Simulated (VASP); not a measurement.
# SnO2 (I4/m) in VASP: notebook

SnO2 is run at these levels: PBEsol+D3(BJ), PBEsol; tasks: single point.

Everything below comes from runs of VASP 6.6.1. Logs are shortened: lines on timing, memory, paths and dates and some standing lists are left out, and cuts for length are marked.

### Step 1. The cell of the first run

Symmetry: I4/m, No. 87, tetragonal system. The conventional cell has a = 10.606 Å, b = 10.606 Å, c = 3.189 Å, α = 90.00°, β = 90.00°, γ = 90.00°. Within 2.7 Å of Sn (site symmetry m) lie 6 O at 2.04 to 2.11 Å. O (site symmetry m) has 3 Sn at 2.08 to 2.11 Å and 3 O at 2.66 to 2.72 Å within 2.8 Å. Within 2.7 Å of O (site symmetry m) lie 3 Sn at 2.04 to 2.08 Å and 1 O at 2.66 Å.

### Step 2. Single point, PBEsol+D3(BJ)

Input file INCAR:

```
  PREC = Accurate
  ENCUT = 520
  EDIFF = 1E-7
  ISMEAR = -1
  SIGMA = 0.05
  LREAL = False
  LASPH = True
  NELM = 100
  ALGO = Normal
  ISIF = 2
  LWAVE = False
  LCHARG = False
  GGA = PS
  IVDW = 12
  NBANDS = 64
```

Input file KPOINTS:

```
Automatic mesh
0
Gamma
  7 7 7
```

Input file POSCAR:

```
SnO2
1.0
   -5.3032026006      5.3032026006      1.5943560502
    5.3032026006     -5.3032026006      1.5943560502
    5.3032026006      5.3032026006     -1.5943560502
Sn O
4 8
Direct
    0.3496804714      0.8332009574      0.1828814287
    0.8332009574      0.6503195286      0.4835204860
    0.1667990426      0.3496804714      0.5164795140
    0.6503195286      0.1667990426      0.8171185713
    0.2073115781      0.1551704541      0.3624820323
    0.8448295459      0.2073115781      0.0521411240
    0.7926884219      0.8448295459      0.6375179677
    0.1551704541      0.7926884219      0.9478588760
    0.1600661544      0.5418098177      0.7018759722
    0.5418098177      0.8399338456      0.3817436633
    0.4581901823      0.1600661544      0.6182563367
    0.8399338456      0.4581901823      0.2981240278
```

Potentials or basis: VASP PAW PBE potentials, release 64 (Sn_d, O).

Started as:

```sh
> cat potpaw_PBE.64/Sn_d/POTCAR potpaw_PBE.64/O/POTCAR > POTCAR
> mpirun -np 1 vasp_std > vasp.out
```

OUTCAR:

```text
PREC = Accurate
   ENCUT = 520
   EDIFF = 1E-7
   ISMEAR = -1
   LREAL = False
   LASPH = True
   NELM = 100
   ISIF = 2
   GGA = PS
   IVDW = 12
 IVDW          = 12

 ion  position               nearest neighbor table
   1  0.350  0.833  0.183-  10 2.04  12 2.08  12 2.08   6 2.08   6 2.08   8 2.11   4 3.18   4 3.18
                             2 3.73   3 3.73   2 3.73   3 3.73
   2  0.833  0.650  0.484-  12 2.04  11 2.08  11 2.08   5 2.08   5 2.08   7 2.11   3 3.18   3 3.18
                             1 3.73   4 3.73   1 3.73   4 3.73
   3  0.167  0.350  0.516-   9 2.04  10 2.08  10 2.08   7 2.08   7 2.08   5 2.11   2 3.18   2 3.18
                             4 3.73   1 3.73   4 3.73   1 3.73
   4  0.650  0.167  0.817-  11 2.04   9 2.08   9 2.08   8 2.08   8 2.08   6 2.11   1 3.18   1 3.18
                             3 3.73   2 3.73   3 3.73   2 3.73
   5  0.207  0.155  0.362-   2 2.08   2 2.08   3 2.11
   6  0.845  0.207  0.052-   1 2.08   1 2.08   4 2.11
   7  0.793  0.845  0.638-   3 2.08   3 2.08   2 2.11
   8  0.155  0.793  0.948-   4 2.08   4 2.08   1 2.11
   9  0.160  0.542  0.702-   3 2.04   4 2.08   4 2.08
  10  0.542  0.840  0.382-   1 2.04   3 2.08   3 2.08
  11  0.458  0.160  0.618-   4 2.04   2 2.08   2 2.08
  12  0.840  0.458  0.298-   2 2.04   1 2.08   1 2.08

  LATTYP: Found a body centered tetragonal cell.
 ALAT       =    10.6064052012
 C/A-ratio  =     0.3006402301

  Lattice vectors:

 A1 = (  -5.3032026006,   5.3032026006,   1.5943560502)
 A2 = (   5.3032026006,  -5.3032026006,   1.5943560502)
 A3 = (   5.3032026006,   5.3032026006,  -1.5943560502)

Analysis of symmetry for initial positions (statically):
=====================================================================
 Subroutine PRICEL returns:
 Original cell was already a primitive cell.

 Routine SETGRP: Setting up the symmetry group for a
 body centered tetragonal supercell.

 Subroutine GETGRP returns: Found  8 space group operations
 (whereof  8 operations were pure point group operations)
 out of a pool of 16 trial point group operations.

The static configuration has the point symmetry C_4h.

Analysis of symmetry for dynamics (positions and initial velocities):
=====================================================================
 Subroutine PRICEL returns:
 Original cell was already a primitive cell.

 Routine SETGRP: Setting up the symmetry group for a
 body centered tetragonal supercell.

 Subroutine GETGRP returns: Found  8 space group operations
 (whereof  8 operations were pure point group operations)
 out of a pool of 16 trial point group operations.

The dynamic configuration has the point symmetry C_4h.

[... 132 lines left out ...]
   EFERMI =   0.00;   METHOD = LEGACY
   ISMEAR =    -1;   SIGMA  =   0.05  broadening in eV -4-tet -1-fermi 0-gaus
   EFERMI_NEDOS =   21; number of points for ismear=-14 and -15
   IALGO  =     38    algorithm
   IMIX   =      4    mixing-type and parameters
     AMIX     =   0.40;   BMIX     =  1.00
     AMIX_MAG =   1.60;   BMIX_MAG =  1.00
  volume/ion in A,a.u.               =      14.95       100.86
  Fermi-wavevector in a.u.,A,eV,Ry     =   1.365145  2.579749 25.356091  1.863620
  Thomas-Fermi vector in A             =   2.491399
   LORBIT       =      0    0 simple, 1 ext, 2 COOP (PROOUT), +10 PAW based schemes
   GGA     = PS    functional components
   LHFCALC =     F    Hartree Fock is set to
   AEXX    =    0.0000 exact exchange contribution
   IVDW    =    12    specifies the selected vdW correction
   LEPSILON=     F    determine dielectric tensor
   LRPA    =     F    only Hartree local field effects (RPA)
 non-spin polarized calculation
  energy-cutoff  :      520.00
  volume of cell :      179.36
 maximum number of plane-waves:      4854
 NGX is ok and might be reduce to    60
   NGX = 29   NGY = 29   NGZ = 29

 number of electron     104.0000011 magnetization

 Free energy of the ion-electron system (eV)
  ---------------------------------------------------
  ext. energy  EPLUGINS =         0.00000000
  ---------------------------------------------------
  free energy    TOTEN  =       -78.33508817 eV

  energy without entropy =      -78.33508817  energy(sigma->0) =      -78.33508817

 E-fermi :   3.8811     XC(G=0):  -9.7563

 val. band max:        2.7539085471   @ k =  -0.4286   0.4286   0.4286
 cond. band min:       4.7734102941   @ k =   0.0000   0.0000   0.0000
 fundamental gap:      2.0195017470
 Fermi energy:         3.8810790891

 k-point     1 :       0.0000    0.0000    0.0000
  band No.  band energies     occupation
      1     -17.6662      2.00000
      2     -17.6662      2.00000
      3     -17.4803      2.00000
      4     -17.0251      2.00000
      5     -16.8804      2.00000
      6     -16.8328      2.00000
[... 1597 lines left out ...]
     63      13.5760      0.00000
     64      13.6100      0.00000

 [... further k-points ...]

------------------------ aborting loop because EDIFF is reached ----------------------------------------

 Edisp (eV)   -1.82110

 E8    (eV) :    -1.1450

  FORCE on cell =-STRESS in cart. coord.  units (eV):
  Direction    XX          YY          ZZ          XY          YZ          ZX
  --------------------------------------------------------------------------------------
  -------------------------------------------------------------------------------------
  Total       0.51594     0.51594     0.82321    -0.00000     0.00000     0.00000
  in kB       4.60880     4.60880     7.35359    -0.00000     0.00000     0.00000
  external pressure =        5.52 kB  Pullay stress =        0.00 kB

 VOLUME and BASIS-vectors are now :
 -----------------------------------------------------------------------------
  energy-cutoff  :      520.00
  volume of cell :      179.36
      direct lattice vectors                 reciprocal lattice vectors
    -5.303202601  5.303202601  1.594356050     0.000000000  0.094282651  0.313606236
     5.303202601 -5.303202601  1.594356050     0.094282651  0.000000000  0.313606236
     5.303202601  5.303202601 -1.594356050     0.094282651  0.094282651  0.000000000

 POSITION                                       TOTAL-FORCE (eV/Angst)
 -----------------------------------------------------------------------------------
      3.53406     -1.59435      1.59436         0.008940      0.004900     -0.000000
      1.59435      3.53406      1.59436        -0.004900      0.008940     -0.000000
      3.70885      1.76914      0.00000         0.004900     -0.008940     -0.000000
      1.76914      6.89755     -0.00000        -0.008940     -0.004900     -0.000000
      1.64580      2.19883     -0.00000        -0.030282     -0.047253      0.000000
     -3.10437      3.65740      1.59436        -0.047253      0.030282     -0.000000
      3.65740      3.10437      1.59436         0.030282      0.047253      0.000000
      8.40757      1.64580      0.00000         0.047253     -0.030282     -0.000000
      5.74665      1.69773     -0.00000        -0.007708     -0.005729      0.000000
      3.60548      0.44345      1.59436         0.005729     -0.007708     -0.000000
      1.69773      4.85975      0.00000        -0.005729      0.007708     -0.000000
     -0.44345      3.60548      1.59436         0.007708      0.005729     -0.000000
 -----------------------------------------------------------------------------------
    total drift:                               -0.000000     -0.000000      0.000000

  FREE ENERGIE OF THE ION-ELECTRON SYSTEM (eV)
  ---------------------------------------------------
  free  energy   TOTEN  =       -80.1561835952 eV

  energy  without entropy=      -80.1561835950  energy(sigma->0) =      -80.15618360
```

OSZICAR:

```text
N       E                     dE             d eps       ncg     rms          rms(c)
DAV:   1     0.158430135679E+04    0.15843E+04   -0.49303E+04  7872   0.240E+03
DAV:   2     0.244268146839E+03   -0.13400E+04   -0.12712E+04  7200   0.763E+02
DAV:   3    -0.625166328434E+02   -0.30678E+03   -0.30070E+03  7320   0.273E+02
DAV:   4    -0.883185094798E+02   -0.25802E+02   -0.25533E+02  8256   0.884E+01
DAV:   5    -0.890910141923E+02   -0.77250E+00   -0.77034E+00  7848   0.159E+01    0.206E+01
DAV:   6    -0.782370949744E+02    0.10854E+02   -0.37954E+01 10680   0.674E+01    0.805E+00
DAV:   7    -0.784382709528E+02   -0.20118E+00   -0.44234E+00  7456   0.864E+00    0.463E+00
DAV:   8    -0.783672652808E+02    0.71006E-01   -0.63744E-01  9968   0.552E+00    0.116E+00
DAV:   9    -0.783331334415E+02    0.34132E-01   -0.18761E-01  9984   0.449E+00    0.222E-01
DAV:  10    -0.783345856816E+02   -0.14522E-02   -0.15048E-02  8232   0.825E-01    0.134E-01
DAV:  11    -0.783350762823E+02   -0.49060E-03   -0.17694E-03  9048   0.232E-01    0.373E-02
DAV:  12    -0.783350835013E+02   -0.72190E-05   -0.13011E-04  9320   0.862E-02    0.170E-02
DAV:  13    -0.783350896862E+02   -0.61849E-05   -0.59181E-05  9736   0.414E-02    0.755E-03
DAV:  14    -0.783350888574E+02    0.82876E-06   -0.45137E-06  8552   0.147E-02    0.456E-03
DAV:  15    -0.783350882621E+02    0.59526E-06   -0.37958E-06  9352   0.195E-02    0.164E-03
DAV:  16    -0.783350881266E+02    0.13558E-06   -0.45025E-07  6712   0.560E-03    0.493E-04
DAV:  17    -0.783350881707E+02   -0.44143E-07   -0.58707E-08  4536   0.153E-03
   1 F= -.80156184E+02 E0= -.80156184E+02  d E =-.239944E-09
```

Wall time 29 min (1 thread of Intel Xeon Platinum 8259CL at 2.50GHz (Skylake/Cascade Lake), shared host); peak memory 0.73 GiB.

What came out:

```
Free energy                : -80.1562 eV
Pressure                   : 0.6 GPa
Largest force              : 0.056 eV/Å
Band gap on the k mesh     : 2.02 eV (least direct gap 2.17 eV)
Dispersion energy per atom : -0.152 eV
```

Forces in eV/Å, atoms in the order of the input:
```
Sn   0.009  0.005  0.000
Sn  -0.005  0.009  0.000
Sn   0.005 -0.009  0.000
Sn  -0.009 -0.005  0.000
O   -0.030 -0.047  0.000
O   -0.047  0.030  0.000
O    0.030  0.047  0.000
O    0.047 -0.030  0.000
O   -0.008 -0.006  0.000
O    0.006 -0.008  0.000
O   -0.006  0.008  0.000
O    0.008  0.006  0.000
```

Levels at points of the mesh, in eV from the valence-band top:
```csv
k point,band 48,band 49,band 50,band 51,band 52,band 53,band 54,band 55,band 56,band 57
"(0.00, 0.00, 0.00)",-0.65,-0.48,-0.20,-0.20,-0.15,2.02,5.01,5.01,5.42,6.87
```

Caveat: the PAW data sets were made with another functional, which shifts forces and pressure a little; spin-orbit coupling is left out, which moves the levels of the heavy elements. A k mesh can miss the band edges.

### Step 3. Single point, PBEsol

This run uses another cell than the first one, of 15.20 Å³/atom.

Input file INCAR:

```
SYSTEM = SnO2
ALGO     = Normal         ! electronic algorithm
EDIFF    = 1E-6           ! SCF threshold, eV
ENCUT    = 600            ! plane-wave cutoff, eV
GGA      = PS             ! functional
GGA_COMPAT= .FALSE.      
ISIF     = 2              ! what is computed and relaxed
ISMEAR   = -1             ! smearing method
LASPH    = .TRUE.         ! aspherical terms in the spheres
LCHARG   = .TRUE.         ! write CHGCAR
LELF     = .TRUE.         ! ELF
LREAL    = .FALSE.        ! projectors in reciprocal space
LVHAR    = .TRUE.       
LWAVE    = .FALSE.        ! write WAVECAR
NBANDS   = 64             ! bands
NELM     = 120            ! most SCF steps
PREC     = Accurate       ! precision mode
SIGMA    = 0.05           ! smearing width, eV
```

Input file KPOINTS:

```
k-points
0
G
  7 7 7
  0 0 0
```

Input file POSCAR:

```
SnO2
1.0
   -5.3410045816      5.3410045816      1.5985006840
    5.3410045816     -5.3410045816      1.5985006840
    5.3410045816      5.3410045816     -1.5985006840
Sn O
4 8
Direct
    0.3492197308      0.8340236160      0.1832433467
    0.8340236160      0.6507802692      0.4848038852
    0.1659763840      0.3492197308      0.5151961148
    0.6507802692      0.1659763840      0.8167566533
    0.2091778287      0.1559221638      0.3650999924
    0.8440778362      0.2091778287      0.0532556649
    0.7908221713      0.8440778362      0.6349000076
    0.1559221638      0.7908221713      0.9467443351
    0.1602534903      0.5411743646      0.7014278550
    0.5411743646      0.8397465097      0.3809208743
    0.4588256354      0.1602534903      0.6190791257
    0.8397465097      0.4588256354      0.2985721450
```

Potentials or basis: VASP PAW PBE potentials, release 64 (Sn_d, O).

Started as:

```sh
> cat potpaw_PBE.64/Sn_d/POTCAR potpaw_PBE.64/O/POTCAR > POTCAR
> mpirun -np 1 vasp_std > vasp.out
```

OUTCAR:

```text
SYSTEM = SnO2
   EDIFF = 1E-6
   ENCUT = 600
   GGA = PS
   ISIF = 2
   ISMEAR = -1
   LASPH = .TRUE.
   LREAL = .FALSE.
   NELM = 120
   PREC = Accurate

 ion  position               nearest neighbor table
   1  0.349  0.834  0.183-  10 2.05   6 2.08   6 2.08  12 2.08  12 2.08   8 2.12   4 3.20   4 3.20
                             2 3.75   3 3.75   2 3.75   3 3.75
   2  0.834  0.651  0.485-  12 2.05   5 2.08   5 2.08  11 2.08  11 2.08   7 2.12   3 3.20   3 3.20
                             1 3.75   4 3.75   1 3.75   4 3.75
   3  0.166  0.349  0.515-   9 2.05   7 2.08   7 2.08  10 2.08  10 2.08   5 2.12   2 3.20   2 3.20
                             4 3.75   1 3.75   4 3.75   1 3.75
   4  0.651  0.166  0.817-  11 2.05   8 2.08   8 2.08   9 2.08   9 2.08   6 2.12   1 3.20   1 3.20
                             3 3.75   2 3.75   3 3.75   2 3.75
   5  0.209  0.156  0.365-   2 2.08   2 2.08   3 2.12
   6  0.844  0.209  0.053-   1 2.08   1 2.08   4 2.12
   7  0.791  0.844  0.635-   3 2.08   3 2.08   2 2.12
   8  0.156  0.791  0.947-   4 2.08   4 2.08   1 2.12
   9  0.160  0.541  0.701-   3 2.05   4 2.08   4 2.08
  10  0.541  0.840  0.381-   1 2.05   3 2.08   3 2.08
[... 216 lines left out ...]
      1     -17.8031      2.00000
      2     -17.8031      2.00000
      3     -17.6233      2.00000
      4     -17.1958      2.00000
      5     -17.0532      2.00000
      6     -17.0037      2.00000
[... 1597 lines left out ...]
     63      13.3354      0.00000
     64      13.3897      0.00000

 [... further k-points ...]
[... 5 lines left out ...]
  --------------------------------------------------------------------------------------
  -------------------------------------------------------------------------------------
  Total        0.3646929      0.3646929      0.6428174     -0.0000000     -0.0000000     -0.0000000
  in kB        3.2034586      3.2034586      5.6465018     -0.0000004     -0.0000000     -0.0000000
  external PRESSURE =       4.0178064 kB  Pullay stress =       0.0000000 kB

 VOLUME and BASIS-vectors are now :
 -----------------------------------------------------------------------------
  energy-cutoff  :      600.00
  volume of cell :      182.40
      direct lattice vectors                 reciprocal lattice vectors
    -5.341004582  5.341004582  1.598500684     0.000000000  0.093615348  0.312793110
     5.341004582 -5.341004582  1.598500684     0.093615348  0.000000000  0.312793110
     5.341004582  5.341004582 -1.598500684     0.093615348  0.093615348  0.000000000

 POSITION                                       TOTAL-FORCE (eV/Angst)
 -----------------------------------------------------------------------------------
      3.56804     -1.61064      1.59850         0.006107      0.004165      0.000000
      1.61064      3.56804      1.59850        -0.004165      0.006107      0.000000
      3.73037      1.77296      0.00000         0.004165     -0.006107     -0.000000
      1.77296      6.95164     -0.00000        -0.006107     -0.004165     -0.000000
      1.66556      2.23444      0.00000        -0.030155     -0.042254      0.000000
     -3.10657      3.67544      1.59850        -0.042254      0.030155      0.000000
      3.67544      3.10657      1.59850         0.030155      0.042254     -0.000000
      8.44757      1.66556      0.00000         0.042254     -0.030155      0.000000
      5.78083      1.71183     -0.00000        -0.009071     -0.004300     -0.000000
      3.62918      0.43982      1.59850         0.004300     -0.009071      0.000000
      1.71183      4.90118      0.00000        -0.004300      0.009071     -0.000000
     -0.43982      3.62918      1.59850         0.009071      0.004300     -0.000000
 -----------------------------------------------------------------------------------
    total drift:                                0.000000      0.000000     -0.000000

  FREE ENERGIE OF THE ION-ELECTRON SYSTEM (eV)
  ---------------------------------------------------
  free  energy   TOTEN  =       -78.3762510208 eV

  energy  without entropy=      -78.3762510200  energy(sigma->0) =      -78.37625102
```

OSZICAR:

```text
N       E                     dE             d eps       ncg     rms          rms(c)
DAV:   1     0.167884771695E+04    0.16788E+04   -0.53140E+04  7808   0.261E+03
DAV:   2     0.274792763190E+03   -0.14041E+04   -0.13326E+04  7168   0.821E+02
DAV:   3    -0.586388069887E+02   -0.33343E+03   -0.32658E+03  7304   0.287E+02
DAV:   4    -0.882027637576E+02   -0.29564E+02   -0.29232E+02  8256   0.944E+01
DAV:   5    -0.891089313933E+02   -0.90617E+00   -0.90298E+00  7848   0.171E+01    0.205E+01
DAV:   6    -0.782885455493E+02    0.10820E+02   -0.37911E+01 10672   0.675E+01    0.799E+00
DAV:   7    -0.784807865781E+02   -0.19224E+00   -0.43988E+00  7472   0.865E+00    0.460E+00
DAV:   8    -0.784086352715E+02    0.72151E-01   -0.65025E-01 10008   0.544E+00    0.117E+00
DAV:   9    -0.783741256569E+02    0.34510E-01   -0.18492E-01 10000   0.439E+00    0.218E-01
DAV:  10    -0.783757377367E+02   -0.16121E-02   -0.14958E-02  7984   0.802E-01    0.136E-01
DAV:  11    -0.783762358362E+02   -0.49810E-03   -0.16741E-03  9376   0.227E-01    0.374E-02
DAV:  12    -0.783762470540E+02   -0.11218E-04   -0.14042E-04  9352   0.881E-02    0.171E-02
DAV:  13    -0.783762519202E+02   -0.48662E-05   -0.58506E-05  9432   0.429E-02    0.743E-03
DAV:  14    -0.783762510208E+02    0.89942E-06   -0.44806E-06  7072   0.152E-02
   1 F= -.78376251E+02 E0= -.78376251E+02  d E =-.779695E-09
```

stdout:

```text
POSCAR found type information on POSCAR SnO
 POSCAR found :  2 types and      12 ions
 scaLAPACK will be used
 -----------------------------------------------------------------------------
|                                                                             |
|                                                                             |
|     You enforced a specific xc type in the INCAR file but a different       |
|     I HOPE YOU KNOW WHAT YOU ARE DOING!                                     |
|                                                                             |
 -----------------------------------------------------------------------------

 LDA part: xc-table for (Slater+PW92), standard interpolation
 POSCAR, INCAR and KPOINTS ok, starting setup
 FFT: planning ... GRIDC
 FFT: planning ... GRID_SOFT
 FFT: planning ... GRID
 WAVECAR not read
 entering main loop
```

Run time: 18 min. Hardware: 1 thread of Intel Xeon Platinum 8488C (Sapphire Rapids), shared host; peak memory 0.87 GiB.

What came out:

* Free energy: -78.3763 eV
* Pressure: 0.4 GPa
* Largest force: 0.052 eV/Å
* Band gap on the k mesh: 1.89 eV (least direct gap 2.08 eV)

Forces in eV/Å, atoms in the order of the input:
```
Sn   0.006  0.004  0.000
Sn  -0.004  0.006  0.000
Sn   0.004 -0.006  0.000
Sn  -0.006 -0.004  0.000
O   -0.030 -0.042  0.000
O   -0.042  0.030  0.000
O    0.030  0.042  0.000
O    0.042 -0.030  0.000
O   -0.009 -0.004  0.000
O    0.004 -0.009  0.000
O   -0.004  0.009  0.000
O    0.009  0.004  0.000
```

Caveat: the PAW data sets were made with another functional, which shifts forces and pressure a little; spin-orbit coupling is left out, which moves the levels of the heavy elements.

(Part 1 of 2 ends here.)
